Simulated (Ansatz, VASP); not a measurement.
# Ni in VASP and in Ansatz

```
Ni
1.0
     2.41609    0.00000    0.00000
     0.00000    2.41609    0.00000
     0.00000    0.00000    2.41609
Ni
1
Direct
  0.00000 0.00000 0.00000
```

Alike in both runs: task single point; functional PBE; k mesh 15 × 15 × 15; occupations fermi-dirac, width 0.1 eV; no spin polarisation.

|  | VASP | Ansatz |
| --- | --- | --- |
| version | VASP 6.6.1 | Ansatz 0.2.0 |
| potentials or method | VASP PAW PBE potentials, release 64 (Ni), cutoff 520 eV | plane waves (420 eV) with PAW, scalar-relativistic |
| valence electrons in the cell | 10 | 18 |

Ansatz gave:

| Item | Value |
| --- | --- |
| pressure (GPa) | -12.6 |

Task: Which values does VASP return?

Result: Pressure (GPa): -12.4.

VASP's potentials hold 10 valence electrons a cell and Ansatz's 18, so a difference there can come from the potentials and not from the codes.
